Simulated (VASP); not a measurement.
Input of a VASP 6.6.1 run:

INCAR

```
PREC = Accurate
ENCUT = 520
EDIFF = 1E-7
ISMEAR = -1
SIGMA = 0.03
LREAL = False
LASPH = True
NELM = 60
ALGO = Normal
ISIF = 2
LWAVE = False
LCHARG = False
GGA = CA
NBANDS = 12
```

KPOINTS

```
Automatic mesh
0
Gamma
  16 16 16
```

File POSCAR:

```
Zr
1.0
   -1.7978519830      1.7978519830      1.7978519830
    1.7978519830     -1.7978519830      1.7978519830
    1.7978519830      1.7978519830     -1.7978519830
Zr
1
Direct
    0.0000000000      0.0000000000      0.0000000000
```

Potentials or basis: VASP PAW LDA potentials, release 64 (Zr_sv).

Command:

```sh
$ cat potpaw_LDA.64/Zr_sv/POTCAR > POTCAR
$ mpirun -np 1 vasp_std > vasp.out
```

Task: Estimate the pressure.

Result: -8.1 GPa.

Task: What does it give for the band gap on the k mesh?

Result: Zero (band 6 reaches 9.61 eV, above the bottom of band 7 at 7.80 eV).
